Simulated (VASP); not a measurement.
Input of a VASP 6.6.1 run:

INCAR

```
PREC = Accurate ; ENCUT = 600
EDIFF = 1E-6 ; ISMEAR = 0
SIGMA = 0.1 ; LREAL = False
LASPH = True ; NELM = 60
ALGO = Fast ; ISIF = 3
LWAVE = False ; LCHARG = False
GGA = PE ; IBRION = 2
NSW = 65 ; EDIFFG = -0.01
```

Contents of KPOINTS:

```
regular mesh
0
Gamma
  12 12 12
```

Contents of POSCAR:

```
Al2Pt
1.0
    0.0000000000     -2.8409246295      0.0000000000
    2.8409246295      0.0000000000      0.0000000000
   -1.4204623148      1.4204623148      6.0265112111
Al Pt
2 1
Direct
    0.0000000000      0.0000000000      0.0000000000
    0.6666666667      0.6666666667      0.3333333333
    0.3333333333      0.3333333333      0.6666666667
```

Potentials or basis: VASP PAW PBE potentials, release 64 (Al, Pt).

The run is started by

```console
$ cat potpaw_PBE.64/Al/POTCAR potpaw_PBE.64/Pt/POTCAR > POTCAR
$ mpirun -np 1 vasp_std > vasp.out
```

Predict the band gap on the k mesh.

zero (band 8 reaches 10.86 eV, above the bottom of band 9 at 9.48 eV).

Predict the relaxed cell.

a = 2.852 Å, b = 2.852 Å, c = 5.986 Å, α = 103.78°, β = 103.78°, γ = 90.00°.

Estimate the relaxed volume.

15.28 Å³/atom.

Forces on the atoms (eV/Å):
```
Al   0.000  0.000 -0.006
Al   0.000  0.000  0.006
Pt   0.000  0.000  0.000
```

Caveat: spin-orbit coupling is left out, which moves the levels of the heavy elements.
